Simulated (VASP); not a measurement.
Wanted: the native input for a VASP 6.6.1 run.

| Quantity | Value |
| --- | --- |
| Task | single point |
| Functional | PBE |
| Potentials or basis | VASP PAW PBE potentials, release 64 (Na_pv, Cl) |
| Cutoff | 500 eV |
| k mesh | 4 × 4 × 4 |
| Occupations | gaussian, width 0.01 eV |
| Spin | no spin polarisation |
| Dipole correction | no |
| Further INCAR settings | ALGO = Normal; EDIFF = 1e-06; NBANDS = 14 |

The structure of NaCl lies in POSCAR:

```
NaCl
1.0
    0.0000000000      2.8100000000      2.8100000000
    2.8100000000      0.0000000000      2.8100000000
    2.8100000000      2.8100000000      0.0000000000
Na Cl
1 1
Direct
    0.0000000000      0.0000000000      0.0000000000
    0.5000000000      0.5000000000      0.5000000000
```

The input as run:

INCAR

```
PREC = Accurate
ENCUT = 500
EDIFF = 1E-6
ISMEAR = 0
SIGMA = 0.01
LREAL = F
LASPH = T
NELM = 120
ALGO = Normal
ISIF = 2
LWAVE = F
LCHARG = F
GGA = PE
NBANDS = 14
GGA_COMPAT = F
```

KPOINTS

```
regular mesh
0
Gamma
  4 4 4
```

Potentials or basis: VASP PAW PBE potentials, release 64 (Na_pv, Cl).

Run with:

```sh
$ cat potpaw_PBE.64/Na_pv/POTCAR potpaw_PBE.64/Cl/POTCAR > POTCAR
$ mpirun -np 1 vasp_std > vasp.out
```

Results of the run:

The pressure is 1.0 GPa. The band gap on the k mesh is 5.15 eV.

Caveat: the k points lie up to 0.48 Å⁻¹ apart.

It took 9.5 s on 1 thread of AMD EPYC 7R13, on a shared host, peak memory 0.12 GiB.
